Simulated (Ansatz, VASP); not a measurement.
FeO in VASP and in Ansatz

File INCAR:

```
SYSTEM = FeO
PREC = Accurate
ENCUT = 520
EDIFF = 1E-7
ISMEAR = 0
SIGMA = 0.05
LREAL = .False.
LASPH = .True.
NELM = 150
ALGO = Normal
ISIF = 2
LWAVE = .False.
LCHARG = .True.
ISPIN = 2
MAGMOM = 3.79 0
LORBIT = 11
LMAXMIX = 4
GGA = PE
LELF = .True.
LVHAR = .True.
NBANDS = 18
```

File KPOINTS:

```
regular mesh
0
Gamma
  14 14 14
  0 0 0
```

POSCAR

```
FeO
1.0
    0.0000000000      2.1398025526      2.1398025526
    2.1398025526      0.0000000000      2.1398025526
    2.1398025526      2.1398025526      0.0000000000
Fe O
1 1
Direct
    0.0000000000      0.0000000000      0.0000000000
    0.5000000000      0.5000000000      0.5000000000
```

Input for Ansatz:

```yaml
crystal:
  lattice:
    - [0.0, 2.1398025526, 2.1398025526]
    - [2.1398025526, 0.0, 2.1398025526]
    - [2.1398025526, 2.1398025526, 0.0]
  atoms:
    - { symbol: Fe, position: [0.0, 0.0, 0.0], spin: 3.79 }
    - { symbol: O, position: [0.5, 0.5, 0.5] }
basis:
  ecutwfc: 420
  ecutrho_ratio: 4
kpoints:
  mp_grid: { grid: [14, 14, 14] }
hamiltonian:
  xc: pbe
scf:
  occupations: { method: gaussian, width: 0.05 }
output:
  forces: true
  stress: true
  eigenvalues: true
  populations: true
magnetization:
  spin_polarized: true
```

Alike in both runs: task single point; functional PBE; k mesh 14 × 14 × 14; occupations gaussian, width 0.05 eV; collinear spin.

|  | VASP | Ansatz |
| --- | --- | --- |
| version | VASP 6.6.1 | Ansatz 0.2.0 |
| potentials or method | VASP PAW PBE potentials, release 64 (Fe, O), cutoff 520 eV | scalar-relativistic, plane waves, PAW |
| valence electrons in the cell | 14 | 22 |

```tsv
	VASP	Ansatz	Ansatz less VASP
gap on the k mesh at the Fermi level (eV)	none	none	-
pressure (GPa)	4.1	3.9	-0.14
net moment per atom (μB)	2.00	2.00	0.000
size of the moment on the site where the two differ most (μB)	3.62	3.44	-0.176
```

Site moments also hang on the region over which each program counts them. A gap of «none» marks a metal or a gap that the smearing closes. VASP's potentials hold 14 valence electrons a cell and Ansatz's 22, so a difference there can come from the potentials and not from the codes.
